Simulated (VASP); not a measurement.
Runs of VASP 6.6.1 on MgO. The structure is that of space group Fm-3m (No. 225), or close to it. The cells are those of the table. 

| level | cell | k mesh | smearing | gap on the mesh (eV) | pressure (GPa) |
| --- | --- | --- | --- | --- | --- |
| r2SCAN | a = 2.983 Å, angles 61.8°, 2 atoms | 10 × 10 × 10 | gaussian 0.01 eV | (a) | -8.5 |
| PBE | a = 2.970 Å, angles 59.4°, 2 atoms | 6 × 6 × 6 | gaussian 0.01 eV | 4.91 | 7.9 |
| PBE | a = 2.961 Å, angles 57.6°, 2 atoms | 6 × 6 × 6 | gaussian 0.01 eV | 5.26 | 18.4 |
| r2SCAN | a = 2.976 Å, angles 60.6°, 2 atoms | 10 × 10 × 10 | gaussian 0.01 eV | (b) | -3.8 |
| PBE | a = 2.970 Å, angles 59.4°, 2 atoms | 10 × 10 × 10 | fermi-dirac 0.02 eV | 4.91 | 7.9 |

Alike in all rows: task single point; potentials or basis VASP PAW PBE potentials, release 64 (Mg, O); no spin polarisation; cutoff (eV) 520.

Task: Estimate the missing entries.

Result: (a) 4.96; (b) 5.42.

Caveats: some runs use coarse meshes; the PAW data sets were made with another functional, which shifts forces and pressure a little (some runs).

